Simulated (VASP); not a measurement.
# Ge (P6/mmm) in VASP: notebook

Ge is run at these levels: r2SCAN; tasks: single point.

Program: VASP 6.6.1. These are calculated values, not measurements. Logs are shortened: lines on timing, memory, paths and dates and some standing lists are left out, and cuts for length are marked.

## 1. The cell of the first run

The structure is hexagonal, space group P6/mmm (No. 191). Conventional cell: a = 4.942 Å, b = 4.942 Å, c = 2.772 Å, α = 90.00°, β = 90.00°, γ = 120.00°. Within 3.7 Å of Ge (site symmetry 6/mmm) lie 14 Ge at 2.77 to 3.17 Å. Ge (site symmetry -6m2) has 11 Ge at 2.77 to 3.17 Å within 3.7 Å.

This isn't the form of Ge at room conditions, which is diamond.

## 2. Single point, r2SCAN (19.55 Å³/atom)

Input file POSCAR:

```
Ge
1.0
    4.9420628206      0.0000000000      0.0000000000
   -2.4710314103      4.2799519497      0.0000000000
    0.0000000000      0.0000000000      2.7724513967
Ge
3
Direct
    1.0000000000      0.0000000000      0.0000000000
    0.3333333333      0.6666666667      0.5000000000
    0.6666666667      0.3333333333      0.5000000000
```

Input file INCAR.step1:

```
SYSTEM = Ge
PREC     = Accurate       ! precision mode
ENCUT    = 520            ! plane-wave cutoff, eV
ISMEAR   = -1             ! smearing method
SIGMA    = 0.1            ! smearing width, eV
LREAL    = .FALSE.        ! projectors in reciprocal space
LASPH    = .TRUE.         ! aspherical terms in the spheres
NELM     = 80             ! most SCF steps
NBANDS   = 28             ! bands
GGA      = PE             ! functional
ALGO     = Normal         ! electronic algorithm
EDIFF    = 1E-4           ! SCF threshold, eV
LWAVE    = .TRUE.         ! write WAVECAR
LCHARG   = .FALSE.        ! write CHGCAR
```

Input file INCAR.step2:

```
SYSTEM = Ge
PREC     = Accurate       ! precision mode
ENCUT    = 520            ! plane-wave cutoff, eV
EDIFF    = 1E-6           ! SCF threshold, eV
ISMEAR   = -1             ! smearing method
SIGMA    = 0.1            ! smearing width, eV
LREAL    = .FALSE.        ! projectors in reciprocal space
LASPH    = .TRUE.         ! aspherical terms in the spheres
NELM     = 80             ! most SCF steps
ALGO     = Normal         ! electronic algorithm
ISIF     = 2              ! what is computed and relaxed
LWAVE    = .FALSE.        ! write WAVECAR
LCHARG   = .TRUE.         ! write CHGCAR
METAGGA  = R2SCAN         ! meta-GGA
LMIXTAU  = .TRUE.       
LELF     = .TRUE.         ! ELF
LVHAR    = .TRUE.       
NBANDS   = 28             ! bands
ISTART   = 1
```

Input file KPOINTS:

```
regular mesh
0
G
  9 9 13
  0 0 0
```

Potentials or basis: VASP PAW PBE potentials, release 64 (Ge_d).

Run with:

```console
> cat potpaw_PBE.64/Ge_d/POTCAR > POTCAR
> cp INCAR.step1 INCAR
> mpirun -np 1 vasp_std > vasp.out
> cp INCAR.step2 INCAR
> mpirun -np 1 vasp_std > vasp.out
```

OUTCAR:

```text
SYSTEM = Ge
   PREC = Accurate
   ENCUT = 520
   EDIFF = 1E-6
   ISMEAR = -1
   LREAL = .FALSE.
   LASPH = .TRUE.
   NELM = 80
   ISIF = 2
   METAGGA = R2SCAN
   ISTART = 1

 ion  position               nearest neighbor table
   1  0.000  0.000  0.000-
   2  0.333  0.667  0.500-   3 2.85   3 2.85   3 2.85
   3  0.667  0.333  0.500-   2 2.85   2 2.85   2 2.85

  LATTYP: Found a hexagonal cell.
 ALAT       =     4.9420628206
 C/A-ratio  =     0.5609907234

  Lattice vectors:

 A1 = (   4.9420628206,   0.0000000000,   0.0000000000)
 A2 = (  -2.4710314103,   4.2799519497,   0.0000000000)
 A3 = (   0.0000000000,   0.0000000000,   2.7724513967)

Analysis of symmetry for initial positions (statically):
=====================================================================
 Subroutine PRICEL returns:
 Original cell was already a primitive cell.

 Routine SETGRP: Setting up the symmetry group for a
 hexagonal supercell.

 Subroutine GETGRP returns: Found 24 space group operations
 (whereof 24 operations were pure point group operations)
 out of a pool of 24 trial point group operations.

The static configuration has the point symmetry D_6h.

Analysis of symmetry for dynamics (positions and initial velocities):
=====================================================================
 Subroutine PRICEL returns:
 Original cell was already a primitive cell.

 Routine SETGRP: Setting up the symmetry group for a
 hexagonal supercell.

 Subroutine GETGRP returns: Found 24 space group operations
 (whereof 24 operations were pure point group operations)
 out of a pool of 24 trial point group operations.

The dynamic configuration has the point symmetry D_6h.

 Subroutine INISYM returns: Found 24 space group operations
 (whereof 24 operations are pure point group operations),
 and found     1 'primitive' translations

----------------------------------------------------------------------------------------

                                     Primitive cell

  volume of cell :      58.6423

  direct lattice vectors                    reciprocal lattice vectors
     4.942062821  0.000000000  0.000000000     0.202344656  0.116823741  0.000000000
    -2.471031410  4.279951950  0.000000000     0.000000000  0.233647483  0.000000000
     0.000000000  0.000000000  2.772451397     0.000000000  0.000000000  0.360691625

  length of vectors
     4.942062821  4.942062821  2.772451397     0.233647483  0.233647483  0.360691625

[... 66 lines left out ...]
   total plane-waves  NPLWV =  38400
   dimension x,y,z NGX =    40 NGY =   40 NGZ =   24
   dimension x,y,z NGXF=    80 NGYF=   80 NGZF=   48
   ions per type =               3
   NGX,Y,Z   is equivalent  to a cutoff of  13.46, 13.46, 14.39 a.u.
   NGXF,Y,Z  is equivalent  to a cutoff of  26.91, 26.91, 28.78 a.u.
 SYSTEM =  Ge
   PREC   = accura    normal or accurate (medium, high low for compatibility)
   ISTART =      1    job   : 0-new  1-cont  2-samecut
   ICHARG =      0    charge: 1-file 2-atom 10-const
   ISPIN  =      1    spin polarized calculation?
   LNONCOLLINEAR =      F non collinear calculations
   LSORBIT =      F    spin-orbit coupling
   LASPH  =      T    aspherical Exc in radial PAW
   ENCUT  =  520.0 eV  38.22 Ry    6.18 a.u.   9.19  9.19  5.15*2*pi/ulx,y,z
   NELM   =     80;   NELMIN=  2; NELMDL=  0     # of ELM steps
   EDIFF  = 0.1E-05   stopping-criterion for ELM
   LREAL  =      F    real-space projection
[... 7 lines left out ...]
   TEBEG  =    0.0;   TEEND  =   0.0 temperature during run
   PSTRESS=    0.0 pullay stress
   NELECT =      42.0000    total number of electrons
   NUPDOWN=      -1.0000    fix difference up-down
   EMIN   =  10.00;   EMAX   =-10.00  energy-range for DOS
   EFERMI =   0.00;   METHOD = LEGACY
   ISMEAR =    -1;   SIGMA  =   0.10  broadening in eV -4-tet -1-fermi 0-gaus
   EFERMI_NEDOS =   21; number of points for ismear=-14 and -15
   IALGO  =     38    algorithm
   IMIX   =      4    mixing-type and parameters
     AMIX     =   0.40;   BMIX     =  1.00
     AMIX_MAG =   1.60;   BMIX_MAG =  1.00
  volume/ion in A,a.u.               =      19.55       131.91
  Fermi-wavevector in a.u.,A,eV,Ry     =   1.464719  2.767917 29.189951  2.145401
  Thomas-Fermi vector in A             =   2.580661
   LORBIT       =      0    0 simple, 1 ext, 2 COOP (PROOUT), +10 PAW based schemes
   METAGGA = R2SCAN    functional components
   LHFCALC =     F    Hartree Fock is set to
   AEXX    =    0.0000 exact exchange contribution
   IVDW    =     0    specifies the selected vdW correction
   LEPSILON=     F    determine dielectric tensor
   LRPA    =     F    only Hartree local field effects (RPA)
 non-spin polarized calculation
  energy-cutoff  :      520.00
  volume of cell :       58.64
 maximum number of plane-waves:      1607
 NGX is ok and might be reduce to    40
   NGX = 19   NGY = 19   NGZ = 11

 number of electron      42.0000015 magnetization

 Free energy of the ion-electron system (eV)
  ---------------------------------------------------
  ext. energy  EPLUGINS =         0.00000000
  ---------------------------------------------------
  free energy    TOTEN  =       -39.94734422 eV

  energy without entropy =      -39.90211679  energy(sigma->0) =      -39.92473051

 E-fermi :   6.3296     XC(G=0): -12.2185

 val. band max:        6.3257609606   @ k =   0.1111   0.0000   0.4615
 cond. band min:       6.3669432013   @ k =   0.3333   0.2222   0.3077
 fundamental gap:      0.0411822407
 Fermi energy:         6.3296098087

 k-point     1 :       0.0000    0.0000    0.0000
  band No.  band energies     occupation
      1     -19.4222      2.00000
      2     -19.3590      2.00000
      3     -19.3590      2.00000
      4     -19.2949      2.00000
      5     -19.2949      2.00000
      6     -19.1764      2.00000
[... 733 lines left out ...]
     27      13.4181      0.00000
     28      16.0076      0.00000

 [... further k-points ...]
[... 5 lines left out ...]
  --------------------------------------------------------------------------------------
  -------------------------------------------------------------------------------------
  Total       -1.4707300     -1.4707300      0.0805945      0.0000000      0.0000000      0.0000000
  in kB      -40.1820815    -40.1820815      2.2019369      0.0000000      0.0000000      0.0000000
  external PRESSURE =     -26.0540753 kB  Pullay stress =       0.0000000 kB

 VOLUME and BASIS-vectors are now :
 -----------------------------------------------------------------------------
  energy-cutoff  :      520.00
  volume of cell :       58.64
      direct lattice vectors                 reciprocal lattice vectors
     4.942062821  0.000000000  0.000000000     0.202344656  0.116823741  0.000000000
    -2.471031410  4.279951950  0.000000000     0.000000000  0.233647483  0.000000000
     0.000000000  0.000000000  2.772451397     0.000000000  0.000000000  0.360691625

 POSITION                                       TOTAL-FORCE (eV/Angst)
 -----------------------------------------------------------------------------------
      0.00000      0.00000      0.00000         0.000000      0.000000      0.000000
     -0.00000      2.85330      1.38623         0.000000      0.000000     -0.000000
      2.47103      1.42665      1.38623        -0.000000     -0.000000      0.000000
 -----------------------------------------------------------------------------------
    total drift:                               -0.000000     -0.000000      0.000000

  FREE ENERGIE OF THE ION-ELECTRON SYSTEM (eV)
  ---------------------------------------------------
  free  energy   TOTEN  =       -39.9473442240 eV

  energy  without entropy=      -39.9021167923  energy(sigma->0) =      -39.92473051
```

OSZICAR.step1:

```text
N       E                     dE             d eps       ncg     rms          rms(c)
DAV:   1     0.308448794367E+03    0.30845E+03   -0.21262E+04  5368   0.425E+03
DAV:   2     0.368015808463E+02   -0.27165E+03   -0.26558E+03  4704   0.698E+02
DAV:   3    -0.105521516781E+02   -0.47354E+02   -0.46739E+02  5204   0.177E+02
DAV:   4    -0.125891694226E+02   -0.20370E+01   -0.20264E+01  5384   0.421E+01
DAV:   5    -0.126254583103E+02   -0.36289E-01   -0.36280E-01  5136   0.628E+00    0.200E+00
DAV:   6    -0.125874654908E+02    0.37993E-01   -0.54983E-02  6828   0.881E+00    0.111E+00
DAV:   7    -0.125762227247E+02    0.11243E-01   -0.43629E-02  5864   0.237E+00    0.208E-01
DAV:   8    -0.125753523167E+02    0.87041E-03   -0.36141E-03  5396   0.946E-01    0.698E-02
DAV:   9    -0.125753448515E+02    0.74652E-05   -0.50012E-04  4948   0.298E-01
   1 F= -.12575345E+02 E0= -.12551094E+02  d E =-.485009E-01
```

It took 7 min on 1 thread of Intel Xeon 8259CL, shared host; peak memory 0.26 GiB.

Results:

```yaml
Free_energy: -39.9473 eV
Pressure: -2.6 GPa
Band_gap_on_the_k_mesh: zero (bands 21 and 22 overlap by 5.62 eV)
```

Stress tensor (GPa, compression positive):
```
-4.02  0.00  0.00
 0.00 -4.02  0.00
 0.00  0.00  0.22
```

Caveat: the PAW data sets were made with another functional, which shifts forces and pressure a little.

## 3. Single point, r2SCAN (20.30 Å³/atom)

This run uses another cell than the first one, of 20.30 Å³/atom.

Input file POSCAR:

```
Ge
1.0
    5.0046272195      0.0000000000      0.0000000000
   -2.5023136098      4.3341343086      0.0000000000
    0.0000000000      0.0000000000      2.8075494442
Ge
3
Direct
    1.0000000000      0.0000000000      0.0000000000
    0.3333333333      0.6666666667      0.5000000000
    0.6666666667      0.3333333333      0.5000000000
```

Input file INCAR.step1:

```
ALGO     = Normal         # electronic algorithm
EDIFF    = 1E-4           # SCF threshold, eV
ENCUT    = 520            # plane-wave cutoff, eV
GGA      = PE             # functional
ISMEAR   = -1             # smearing method
LASPH    = True           # aspherical terms in the spheres
LCHARG   = False          # write CHGCAR
LREAL    = False          # projectors in reciprocal space
LWAVE    = True           # write WAVECAR
NBANDS   = 28             # bands
NELM     = 60             # most SCF steps
PREC     = Accurate       # precision mode
SIGMA    = 0.1            # smearing width, eV
```

Input file INCAR.step2:

```
ALGO     = Normal         # electronic algorithm
EDIFF    = 1E-6           # SCF threshold, eV
ENCUT    = 520            # plane-wave cutoff, eV
ISIF     = 2              # what is computed and relaxed
ISMEAR   = -1             # smearing method
ISTART   = 1            
LASPH    = True           # aspherical terms in the spheres
LCHARG   = True           # write CHGCAR
LELF     = True           # ELF
LMIXTAU  = True         
LREAL    = False          # projectors in reciprocal space
LVHAR    = True         
LWAVE    = False          # write WAVECAR
METAGGA  = R2SCAN         # meta-GGA
NBANDS   = 28             # bands
NELM     = 60             # most SCF steps
PREC     = Accurate       # precision mode
SIGMA    = 0.1            # smearing width, eV
```

Input file KPOINTS:

```
k-points
0
Gamma
  9 9 13
```

Potentials or basis: VASP PAW PBE potentials, release 64 (Ge_d).

Run with:

```console
> cat potpaw_PBE.64/Ge_d/POTCAR > POTCAR
> cp INCAR.step1 INCAR
> mpirun -np 1 vasp_std > vasp.out
> cp INCAR.step2 INCAR
> mpirun -np 1 vasp_std > vasp.out
```

Wall time 7 min (1 thread of Intel Xeon 8259CL, shared host); peak memory 0.26 GiB.

It converged, with:

```yaml
Free_energy: -39.8969 eV
Pressure: -4.6 GPa
Band_gap_on_the_k_mesh: zero (bands 21 and 22 overlap by 5.38 eV)
```

Stress tensor (GPa, compression positive):
```
-5.78  0.00  0.00
 0.00 -5.78  0.00
 0.00  0.00 -2.34
```

Levels at points of the mesh, in eV from the Fermi level:
```tsv
k point	band 19	band 20	band 21	band 22	band 23	band 24
(0.00, 0.00, 0.00)	-3.25	-3.25	-3.19	-3.19	5.57	8.08
```

Caveat: the cell stands under tension; the PAW data sets were made with another functional, which shifts forces and pressure a little.

## 4. Single point, r2SCAN (21.05 Å³/atom)

This run uses another cell than the first one, of 21.05 Å³/atom.

Input file POSCAR:

```
Ge
1.0
    5.0656652744      0.0000000000      0.0000000000
   -2.5328326372      4.3869948147      0.0000000000
    0.0000000000      0.0000000000      2.8417912267
Ge
3
Direct
    1.0000000000      0.0000000000      0.0000000000
    0.3333333333      0.6666666667      0.5000000000
    0.6666666667      0.3333333333      0.5000000000
```

Input file INCAR.step1:

```
SYSTEM = Ge
PREC     = Accurate       ! precision mode
ENCUT    = 520            ! plane-wave cutoff, eV
ISMEAR   = -1             ! smearing method
SIGMA    = 0.1            ! smearing width, eV
LREAL    = .False.        ! projectors in reciprocal space
LASPH    = .True.         ! aspherical terms in the spheres
NELM     = 60             ! most SCF steps
NBANDS   = 28             ! bands
GGA      = PE             ! functional
ALGO     = Normal         ! electronic algorithm
EDIFF    = 1E-4           ! SCF threshold, eV
LWAVE    = .True.         ! write WAVECAR
LCHARG   = .False.        ! write CHGCAR
```

Input file INCAR.step2:

```
SYSTEM = Ge
PREC     = Accurate       ! precision mode
ENCUT    = 520            ! plane-wave cutoff, eV
EDIFF    = 1E-6           ! SCF threshold, eV
ISMEAR   = -1             ! smearing method
SIGMA    = 0.1            ! smearing width, eV
LREAL    = .False.        ! projectors in reciprocal space
LASPH    = .True.         ! aspherical terms in the spheres
NELM     = 60             ! most SCF steps
ALGO     = Normal         ! electronic algorithm
ISIF     = 2              ! what is computed and relaxed
LWAVE    = .False.        ! write WAVECAR
LCHARG   = .False.        ! write CHGCAR
METAGGA  = R2SCAN         ! meta-GGA
LMIXTAU  = .True.       
NBANDS   = 28             ! bands
ISTART   = 1
```

Input file KPOINTS:

```
Automatic mesh
0
Gamma
  9 9 13
  0 0 0
```

Run with:

```console
> cat potpaw_PBE.64/Ge_d/POTCAR > POTCAR
> cp INCAR.step1 INCAR
> mpirun -np 1 vasp_std > vasp.out
> cp INCAR.step2 INCAR
> mpirun -np 1 vasp_std > vasp.out
```

Run time: 6.6 min. Hardware: 1 thread of Intel Xeon 8259CL, shared host; peak memory 0.26 GiB.

Results (log left out):

```
Free energy            : -39.8210 eV
Pressure               : -6.3 GPa
Band gap on the k mesh : zero (bands 21 and 22 overlap by 5.14 eV)
```

Stress tensor (GPa, compression positive):
```
-7.14  0.00  0.00
 0.00 -7.14  0.00
 0.00  0.00 -4.48
```

Levels at points of the mesh, in eV from the Fermi level:
```csv
k point,band 19,band 20,band 21,band 22,band 23,band 24
"(0.00, 0.00, 0.00)",-3.09,-3.09,-3.03,-3.03,5.41,7.76
```

Caveat: the cell stands under tension; the PAW data sets were made with another functional, which shifts forces and pressure a little.

## 5. Single point, r2SCAN

This run uses another cell than the first one, of 18.80 Å³/atom.

Input file POSCAR:

```
Ge
1.0
    4.8778729210      0.0000000000      0.0000000000
   -2.4389364605      4.2243618660      0.0000000000
    0.0000000000      0.0000000000      2.7364414586
Ge
3
Direct
    1.0000000000      0.0000000000      0.0000000000
    0.3333333333      0.6666666667      0.5000000000
    0.6666666667      0.3333333333      0.5000000000
```

Input file INCAR.step1:

```
ALGO = Normal
EDIFF = 1E-4
ENCUT = 520
GGA = PE
ISMEAR = -1
LASPH = True
LCHARG = False
LREAL = False
LWAVE = True
NBANDS = 28
NELM = 60
PREC = Accurate
SIGMA = 0.1
```

Input file INCAR.step2:

```
ALGO = Normal
EDIFF = 1E-6
ENCUT = 520
ISIF = 2
ISMEAR = -1
ISTART = 1
LASPH = True
LCHARG = False
LMIXTAU = True
LREAL = False
LWAVE = False
METAGGA = R2SCAN
NBANDS = 28
NELM = 60
PREC = Accurate
SIGMA = 0.1
```

Input file KPOINTS:

```
k-points
0
Gamma
  10 10 15
```

Run with:

```console
> cat potpaw_PBE.64/Ge_d/POTCAR > POTCAR
> cp INCAR.step1 INCAR
> mpirun -np 1 vasp_std > vasp.out
> cp INCAR.step2 INCAR
> mpirun -np 1 vasp_std > vasp.out
```

It took 6.2 min on 1 thread of Intel Xeon 8259CL, shared host; peak memory 0.26 GiB.

Results (log left out):

```yaml
Free_energy: -39.9679 eV
Pressure: 0.1 GPa
Band_gap_on_the_k_mesh: zero (bands 21 and 22 overlap by 5.45 eV)
```

Stress tensor (GPa, compression positive):
```
0.16 0.00 0.00
0.00 0.16 0.00
0.00 0.00 0.06
```

Levels at points of the mesh, in eV from the Fermi level:
```
           k point  band 18  band 19  band 20  band 21  band 22  band 23  band 24  band 25
(0.00, 0.00, 0.00)    -6.98    -3.55    -3.55    -3.50    -3.50     5.97     8.86     8.86
(0.50, 0.00, 0.00)    -8.37    -5.82     0.80     0.89     2.77     3.07     4.55     7.98
```

Caveat: the PAW data sets were made with another functional, which shifts forces and pressure a little.

## 6. Summary

```tsv
cell	k mesh	gap on the mesh (eV)	pressure (GPa)
a = 4.942, b = 4.942, c = 2.772 Å, angles 90.0, 90.0, 120.0°, 3 atoms	9 × 9 × 13	none	-2.6
a = 5.005, b = 5.005, c = 2.808 Å, angles 90.0, 90.0, 120.0°, 3 atoms	9 × 9 × 13	none	-4.6
a = 5.066, b = 5.066, c = 2.842 Å, angles 90.0, 90.0, 120.0°, 3 atoms	9 × 9 × 13	none	-6.3
a = 4.878, b = 4.878, c = 2.736 Å, angles 90.0, 90.0, 120.0°, 3 atoms	10 × 10 × 15	none	0.1
```

Alike in all rows: task single point; level r2SCAN; potentials or basis VASP PAW PBE potentials, release 64 (Ge_d); no spin polarisation; cutoff (eV) 520; smearing fermi-dirac 0.1 eV.

Caveats: the PAW data sets were made with another functional, which shifts forces and pressure a little; the cell stands under tension (at least some runs).

Total energies depend on the potentials used, so only differences within one code and one set of settings carry meaning.

The gap in the log of VASP goes by the Fermi energy; the results here count the filled bands.